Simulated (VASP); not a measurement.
# InP3 (R-3m) in VASP: further runs, part 2 of 2

VASP 6.6.1.

### Step 4. Single point, PBEsol (20.19 Å³/atom)

This run uses another cell than the first one, of 20.19 Å³/atom.

The input, INCAR:

```
PREC = Accurate
ENCUT = 520
EDIFF = 1E-7
ISMEAR = 0
SIGMA = 0.1
LREAL = False
LASPH = True
NELM = 60
ALGO = Normal
ISIF = 2
LWAVE = False
LCHARG = False
GGA = PS
NBANDS = 38
```

The input, KPOINTS:

```
Automatic mesh
0
Gamma
  6 6 6
```

The input, POSCAR:

```
InP3
1.0
    3.7372663600      2.1577117390      3.3376043797
   -3.7372663600      2.1577117390      3.3376043797
    0.0000000000     -4.3154234780      3.3376043797
In P
2 6
Direct
    0.2719651685      0.2719651685      0.2719651685
    0.7280348315      0.7280348315      0.7280348315
    0.7963883873      0.2421541759      0.7963883873
    0.7963883873      0.7963883873      0.2421541759
    0.2421541759      0.7963883873      0.7963883873
    0.2036116127      0.7578458241      0.2036116127
    0.7578458241      0.2036116127      0.2036116127
    0.2036116127      0.2036116127      0.7578458241
```

Potentials or basis: VASP PAW PBE potentials, release 64 (In_d, P).

Started as:

```console
$ cat potpaw_PBE.64/In_d/POTCAR potpaw_PBE.64/P/POTCAR > POTCAR
$ mpirun -np 1 vasp_std > vasp.out
```

OUTCAR:

```text
PREC = Accurate
   ENCUT = 520
   EDIFF = 1E-7
   ISMEAR = 0
   LREAL = False
   LASPH = True
   NELM = 60
   ISIF = 2
   GGA = PS

 ion  position               nearest neighbor table
   1  0.272  0.272  0.272-   6 2.66   7 2.66   8 2.66   6 2.90   7 2.90   8 2.90
   2  0.728  0.728  0.728-   3 2.66   5 2.66   4 2.66   3 2.90   5 2.90   4 2.90
   3  0.796  0.242  0.796-   8 2.22   7 2.22   2 2.66   2 2.90
   4  0.796  0.796  0.242-   6 2.22   7 2.22   2 2.66   2 2.90
   5  0.242  0.796  0.796-   8 2.22   6 2.22   2 2.66   2 2.90
   6  0.204  0.758  0.204-   4 2.22   5 2.22   1 2.66   1 2.90
   7  0.758  0.204  0.204-   4 2.22   3 2.22   1 2.66   1 2.90
   8  0.204  0.204  0.758-   3 2.22   5 2.22   1 2.66   1 2.90

  LATTYP: Found a trigonal (rhomboedric) cell.
 ALAT       =     5.4555002328
 COS(alpha) =     0.0614250871

  Lattice vectors:

 A1 = (   3.7372663600,   2.1577117390,   3.3376043797)
 A2 = (  -3.7372663600,   2.1577117390,   3.3376043797)
 A3 = (   0.0000000000,  -4.3154234780,   3.3376043797)

Analysis of symmetry for initial positions (statically):
=====================================================================
 Subroutine PRICEL returns:
 Original cell was already a primitive cell.

 Routine SETGRP: Setting up the symmetry group for a
 trigonal (rhombohedral) supercell.

 Subroutine GETGRP returns: Found 12 space group operations
 (whereof 12 operations were pure point group operations)
 out of a pool of 12 trial point group operations.

The static configuration has the point symmetry D_3d.

Analysis of symmetry for dynamics (positions and initial velocities):
=====================================================================
 Subroutine PRICEL returns:
 Original cell was already a primitive cell.

[... 135 lines left out ...]
   EFERMI_NEDOS =   21; number of points for ismear=-14 and -15
   IALGO  =     38    algorithm
   IMIX   =      4    mixing-type and parameters
     AMIX     =   0.40;   BMIX     =  1.00
     AMIX_MAG =   1.60;   BMIX_MAG =  1.00
  volume/ion in A,a.u.               =      20.19       136.22
  Fermi-wavevector in a.u.,A,eV,Ry     =   1.150164  2.173494 17.998827  1.322876
  Thomas-Fermi vector in A             =   2.286829
   LORBIT       =      0    0 simple, 1 ext, 2 COOP (PROOUT), +10 PAW based schemes
   GGA     = PS    functional components
   LHFCALC =     F    Hartree Fock is set to
   AEXX    =    0.0000 exact exchange contribution
   IVDW    =     0    specifies the selected vdW correction
   LEPSILON=     F    determine dielectric tensor
   LRPA    =     F    only Hartree local field effects (RPA)
 non-spin polarized calculation
 Gauss-broadening in eV      SIGMA  =   0.10
  energy-cutoff  :      520.00
  volume of cell :      161.49
 maximum number of plane-waves:      4381
 NGX is ok and might be reduce to    42
   NGX = 21   NGY = 21   NGZ = 21

 number of electron      55.9999997 magnetization

 Free energy of the ion-electron system (eV)
  ---------------------------------------------------
  ext. energy  EPLUGINS =         0.00000000
  ---------------------------------------------------
  free energy    TOTEN  =       -41.32433101 eV

  energy without entropy =      -41.32060916  energy(sigma->0) =      -41.32247008

 E-fermi :   6.4810     XC(G=0): -10.2484

 val. band max:        6.3537799266   @ k =  -0.3333   0.5000   0.3333
 cond. band min:       6.5060772204   @ k =   0.5000   0.5000   0.0000
 fundamental gap:      0.1522972938
 Fermi energy:         6.4810267988

 k-point     1 :       0.0000    0.0000    0.0000
  band No.  band energies     occupation
      1      -7.9119      2.00000
      2      -7.9119      2.00000
      3      -7.7860      2.00000
      4      -7.7860      2.00000
      5      -7.7067      2.00000
      6      -7.6916      2.00000
[... 973 lines left out ...]
     37      11.0766      0.00000
     38      11.1711      0.00000

 [... further k-points ...]
[... 5 lines left out ...]
  --------------------------------------------------------------------------------------
  -------------------------------------------------------------------------------------
  Total       -1.6318621     -1.6318621     -1.5792024      0.0000000      0.0000000      0.0000000
  in kB      -16.1905071    -16.1905071    -15.6680448      0.0000000      0.0000000      0.0000000
  external PRESSURE =     -16.0163530 kB  Pullay stress =       0.0000000 kB

 VOLUME and BASIS-vectors are now :
 -----------------------------------------------------------------------------
  energy-cutoff  :      520.00
  volume of cell :      161.49
      direct lattice vectors                 reciprocal lattice vectors
     3.737266360  2.157711739  3.337604380     0.133787628  0.077242323  0.099872033
    -3.737266360  2.157711739  3.337604380    -0.133787628  0.077242323  0.099872033
     0.000000000 -4.315423478  3.337604380     0.000000000 -0.154484646  0.099872033

 POSITION                                       TOTAL-FORCE (eV/Angst)
 -----------------------------------------------------------------------------------
      0.00000      0.00000      2.72314         0.000000      0.000000      0.006391
      0.00000      0.00000      7.28968         0.000000     -0.000000     -0.006391
      2.07132     -1.19588      6.12427         0.009873     -0.005700      0.018334
      0.00000      2.39176      6.12427         0.000000      0.011400      0.018334
     -2.07132     -1.19588      6.12427        -0.009873     -0.005700      0.018334
     -2.07132      1.19588      3.88854        -0.009873      0.005700     -0.018334
      2.07132      1.19588      3.88854         0.009873      0.005700     -0.018334
      0.00000     -2.39176      3.88854         0.000000     -0.011400     -0.018334
 -----------------------------------------------------------------------------------
    total drift:                               -0.000000     -0.000000      0.000000

  FREE ENERGIE OF THE ION-ELECTRON SYSTEM (eV)
  ---------------------------------------------------
  free  energy   TOTEN  =       -41.3243310062 eV

  energy  without entropy=      -41.3206091624  energy(sigma->0) =      -41.32247008
```

Run time: 2 min. Hardware: 1 thread of Intel Xeon 6975P-C (Granite Rapids), shared host; peak memory 0.34 GiB.

What came out:

```
Free energy            : -41.3243 eV
Pressure               : -1.6 GPa
Largest force          : 0.022 eV/Å
Band gap on the k mesh : zero (bands 28 and 29 overlap by 0.58 eV)
```

Forces in eV/Å, atoms in the order of the input:
```
In   0.000  0.000  0.006
In   0.000  0.000 -0.006
P    0.010 -0.006  0.018
P    0.000  0.011  0.018
P   -0.010 -0.006  0.018
P   -0.010  0.006 -0.018
P    0.010  0.006 -0.018
P    0.000 -0.011 -0.018
```

Caveat: semilocal functionals underestimate gaps, and a narrow one can read as zero; the PAW data sets were made with another functional, which shifts forces and pressure a little; spin-orbit coupling is left out, which moves the levels of the heavy elements.

### Step 5. Single point, PBEsol (20.77 Å³/atom)

This run uses another cell than the first one, of 20.77 Å³/atom.

The input, INCAR:

```
SYSTEM = InP3
ALGO = Normal
EDIFF = 1E-6
ENCUT = 520
GGA = PS
ISIF = 2
ISMEAR = 0
LASPH = .TRUE.
LCHARG = .FALSE.
LREAL = .FALSE.
LWAVE = .FALSE.
NBANDS = 38
NELM = 80
PREC = Accurate
SIGMA = 0.1
```

The input, KPOINTS:

```
k-points
0
G
  6 6 6
  0 0 0
```

The input, POSCAR:

```
InP3
1.0
    3.7578808025      2.1696134929      3.3972350780
   -3.7578808025      2.1696134929      3.3972350780
    0.0000000000     -4.3392269858      3.3972350780
In P
2 6
Direct
    0.2708030617      0.2708030617      0.2708030617
    0.7291969383      0.7291969383      0.7291969383
    0.7980275072      0.2431782977      0.7980275072
    0.7980275072      0.7980275072      0.2431782977
    0.2431782977      0.7980275072      0.7980275072
    0.2019724928      0.7568217023      0.2019724928
    0.7568217023      0.2019724928      0.2019724928
    0.2019724928      0.2019724928      0.7568217023
```

Started as:

```console
$ cat potpaw_PBE.64/In_d/POTCAR potpaw_PBE.64/P/POTCAR > POTCAR
$ mpirun -np 1 vasp_std > vasp.out
```

Run time: 2.3 min. Hardware: 1 thread of Intel Xeon 6975P-C (Granite Rapids), shared host; peak memory 0.34 GiB.

It converged, with:

```yaml
Free_energy: -41.2612 eV
Pressure: -2.9 GPa
Largest_force: 0.020 eV/Å
Band_gap_on_the_k_mesh: zero (bands 28 and 29 overlap by 0.75 eV)
```

Forces in eV/Å, atoms in the order of the input:
```
In   0.000  0.000  0.006
In   0.000  0.000 -0.006
P    0.009 -0.005  0.017
P    0.000  0.011  0.017
P   -0.009 -0.005  0.017
P   -0.009  0.005 -0.017
P    0.009  0.005 -0.017
P    0.000 -0.011 -0.017
```

Levels at points of the mesh, in eV from the Fermi level:
```
           k point  band 26  band 27  band 28  band 29  band 30  band 31
(0.00, 0.00, 0.00)    -2.07    -0.64    -0.64    -0.58    -0.24     2.20
(0.50, 0.00, 0.00)    -1.35    -1.09    -0.99     0.49     2.46     2.74
(0.50, 0.50, 0.00)    -0.76    -0.58     0.02     1.37     1.49     2.26
(0.50, 0.50, 0.50)     0.04     0.18     0.18     1.58     1.64     1.64
```

Caveat: semilocal functionals underestimate gaps, and a narrow one can read as zero; the PAW data sets were made with another functional, which shifts forces and pressure a little; spin-orbit coupling is left out, which moves the levels of the heavy elements.

### Step 6. Single point, PBEsol (21.56 Å³/atom)

This run uses another cell than the first one, of 21.56 Å³/atom.

The input, INCAR:

```
PREC = Accurate
ENCUT = 520
EDIFF = 1E-6
ISMEAR = 0
SIGMA = 0.1
LREAL = F
LASPH = T
NELM = 80
ALGO = Normal
ISIF = 2
LWAVE = F
LCHARG = F
GGA = PS
NBANDS = 38
```

The input, KPOINTS:

```
regular mesh
0
Gamma
  6 6 6
```

The input, POSCAR:

```
InP3
1.0
    3.7836546148      2.1844940104      3.4775665455
   -3.7836546148      2.1844940104      3.4775665455
    0.0000000000     -4.3689880208      3.4775665455
In P
2 6
Direct
    0.2695174501      0.2695174501      0.2695174501
    0.7304825499      0.7304825499      0.7304825499
    0.8001481999      0.2445065728      0.8001481999
    0.8001481999      0.8001481999      0.2445065728
    0.2445065728      0.8001481999      0.8001481999
    0.1998518001      0.7554934272      0.1998518001
    0.7554934272      0.1998518001      0.1998518001
    0.1998518001      0.1998518001      0.7554934272
```

Potentials or basis: VASP PAW PBE potentials, release 64 (In_d, P).

Started as:

```console
$ cat potpaw_PBE.64/In_d/POTCAR potpaw_PBE.64/P/POTCAR > POTCAR
$ mpirun -np 1 vasp_std > vasp.out
```

It took 2 min on 1 thread of Intel Xeon 6975P-C (Granite Rapids), shared host; peak memory 0.36 GiB.

It converged, with:

```yaml
Free_energy: -41.1244 eV
Pressure: -4.2 GPa
Largest_force: 0.019 eV/Å
Band_gap_on_the_k_mesh: zero (bands 28 and 29 overlap by 0.79 eV)
```

Forces on the atoms (eV/Å):
```
In   0.000  0.000  0.004
In   0.000  0.000 -0.004
P    0.010 -0.006  0.014
P    0.000  0.012  0.014
P   -0.010 -0.006  0.014
P   -0.010  0.006 -0.014
P    0.010  0.006 -0.014
P    0.000 -0.012 -0.014
```

Levels at points of the mesh, in eV from the Fermi level:
```
           k point  band 25  band 26  band 27  band 28  band 29  band 30  band 31  band 32
(0.00, 0.00, 0.00)    -1.94    -1.94    -0.78    -0.61    -0.61    -0.25     2.31     2.38
(0.50, 0.00, 0.00)    -2.32    -1.24    -1.08    -0.90     0.59     2.35     2.84     2.93
(0.50, 0.50, 0.00)    -1.22    -0.74    -0.54     0.00     1.43     1.54     2.31     2.76
(0.50, 0.50, 0.50)     0.04     0.04     0.18     0.18     1.58     1.63     1.63     1.95
```

Caveat: the cell stands under tension; semilocal functionals underestimate gaps, and a narrow one can read as zero; the PAW data sets were made with another functional, which shifts forces and pressure a little; spin-orbit coupling is left out, which moves the levels of the heavy elements.

### Step 7. Summary

```csv
cell,gap on the mesh (eV),pressure (GPa),largest force (eV/Å)
"a = 5.343 Å, angles 87.5°, 8 atoms, atomic positions A",none,1.9,0.03
"a = 5.400 Å, angles 86.9°, 8 atoms, atomic positions B",none,0.0,0.02
"a = 5.456 Å, angles 86.5°, 8 atoms, atomic positions C",none,-1.6,0.02
"a = 5.511 Å, angles 86.0°, 8 atoms, atomic positions D",none,-2.9,0.02
"a = 5.584 Å, angles 85.3°, 8 atoms, atomic positions E",none,-4.2,0.02
```

Alike in all rows: task single point; level PBEsol; potentials or basis VASP PAW PBE potentials, release 64 (In_d, P); no spin polarisation; k mesh 6 × 6 × 6; cutoff (eV) 520; smearing gaussian 0.1 eV.

Caveats: semilocal functionals underestimate gaps, and a narrow one can read as zero; the PAW data sets were made with another functional, which shifts forces and pressure a little; spin-orbit coupling is left out, which moves the levels of the heavy elements; the cell stands under tension (at least some runs).

Total energies depend on the potentials used, so only differences within one code and one set of settings carry meaning.

The gap in the log of VASP goes by the Fermi energy; the results here count the filled bands.